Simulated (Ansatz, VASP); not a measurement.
# Two plane-wave programs on KTaO3

```
CELL_PARAMETERS angstrom
4.05758 0.00000 0.00000
0.00000 4.05758 0.00000
0.00000 0.00000 3.90027
ATOMIC_POSITIONS crystal
K 0.00000 0.00000 0.00000
Ta 0.50000 0.50000 0.50000
O 0.50000 0.50000 0.00000
O 0.50000 0.00000 0.50000
O 0.00000 0.50000 0.50000
```

Alike in both runs: task single point; functional PBEsol; k mesh 4 × 4 × 6; occupations gaussian, width 0.1 eV; no spin polarisation.

```csv
,VASP,Ansatz
version,VASP 6.6.1,Ansatz 0.2.0
potentials or method,"VASP PAW PBE potentials, release 64 (K_sv, Ta_pv, O), cutoff 600 eV","scalar-relativistic, plane waves, PAW"
valence electrons in the cell,38,40
```

```csv
,VASP,Ansatz,Ansatz less VASP
gap on the k mesh at the Fermi level (eV),1.97,2.02,+0.044
least direct gap on the mesh (eV),2.60,2.64,+0.039
pressure (GPa),-1.7,-2.2,-0.57
"traceless stress, the component that is largest in VASP (GPa)",10.06,9.88,-0.183
```

VASP's potentials were made for PBE, not for PBEsol. VASP's potentials hold 38 valence electrons a cell and Ansatz's 40, so a difference there can come from the potentials and not from the codes.

Spin-orbit coupling is off throughout.
